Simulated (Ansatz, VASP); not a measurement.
One calculation of GaAs, two programs

The input INCAR:

```
SYSTEM = GaAs
PREC = Accurate
ENCUT = 520
EDIFF = 1E-8
ISMEAR = -1
SIGMA = 0.08
LREAL = .FALSE.
LASPH = .TRUE.
NELM = 100
ALGO = Normal
ISIF = 2
LWAVE = .FALSE.
LCHARG = .FALSE.
LEFG = .TRUE.
NBANDS = 16
```

File KPOINTS:

```
Automatic mesh
0
G
  10 10 10
  0 0 0
```

The input POSCAR:

```
GaAs
1.0
    0.0000000000      2.8268500000      2.7985815000
    2.8268500000      0.0000000000      2.7985815000
    2.8268500000      2.8268500000      0.0000000000
Ga As
1 1
Direct
    0.0000000000      0.0000000000      0.0000000000
    0.7500000000      0.7500000000      0.7500000000
```

Input for Ansatz:

```yaml
crystal:
  lattice:
    - [0.0, 2.82685, 2.7985815]
    - [2.82685, 0.0, 2.7985815]
    - [2.82685, 2.82685, 0.0]
  atoms:
    - { symbol: Ga, position: [0.0, 0.0, 0.0] }
    - { symbol: As, position: [0.75, 0.75, 0.75] }
kpoints:
  mp_grid: { grid: [10, 10, 10] }
scf:
  occupations: { method: fermi_dirac, width: 0.08 }
hamiltonian:
  xc: lda
  pseudopotentials: { kind: all_electron, datasets: crystal }
output:
  forces: true
  stress: true
  eigenvalues: true
  efg: { contact_densities: true }
```

Change from the starting cell: zz strain of -1 %, crystal datasets.

Alike in both runs: task electric field gradients; functional LDA; k mesh 10 × 10 × 10; occupations fermi-dirac, width 0.08 eV; no spin polarisation.

|  | VASP | Ansatz |
| --- | --- | --- |
| version | VASP 6.6.1 | Ansatz 0.2.0 |
| potentials or method | VASP PAW LDA potentials, release 64 (Ga_d, As), cutoff 520 eV | all-electron PAW with datasets made for the crystal, scalar-relativistic |

Ansatz gave:

- pressure (GPa): -1.2
- traceless stress, the component that is largest in VASP (GPa): 0.42
- size of Vzz on the site where it differs most (V/Å²): 1.9

Q: Which values does VASP return?

A: Pressure (GPa): -0.9; traceless stress, the component that is largest in VASP (GPa): 0.42; size of Vzz on the site where it differs most (V/Å²): 1.7.

LDA's correlation is that of Perdew and Zunger in VASP and of Perdew and Wang (1992) in Ansatz. Ansatz ran all-electron here, and VASP with PAW potentials.
